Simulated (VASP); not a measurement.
Input of a VASP 6.6.1 run:

INCAR

```
SYSTEM = SrO
  PREC = Accurate
  ENCUT = 600
  EDIFF = 1E-6
  ISMEAR = 0
  SIGMA = 0.01
  LREAL = .False.
  LASPH = .True.
  NELM = 120
  ALGO = Normal
  ISIF = 2
  LWAVE = .False.
  LCHARG = .False.
  GGA = PE
  NBANDS = 15
  GGA_COMPAT = .False.
```

File KPOINTS:

```
Automatic mesh
0
Gamma
  6 6 6
  0 0 0
```

The input POSCAR:

```
SrO
1.0
    0.0000000000      2.5162246654      2.5162246654
    2.5162246654      0.0000000000      2.5162246654
    2.5162246654      2.5162246654      0.0000000000
Sr O
1 1
Direct
    0.5000000000      0.5000000000      0.5000000000
    0.0000000000      0.0000000000      0.0000000000
```

Potentials or basis: VASP PAW PBE potentials, release 64 (Sr_sv, O).

Run with:

```sh
$ cat potpaw_PBE.64/Sr_sv/POTCAR potpaw_PBE.64/O/POTCAR > POTCAR
$ mpirun -np 1 vasp_std > vasp.out
```

Question: Estimate the pressure.

Answer: 10.7 GPa.

Question: Predict the band gap on the k mesh.

Answer: 3.22 eV (least direct gap 3.26 eV).

Caveat: the cell stands under pressure. A k mesh can miss the band edges.
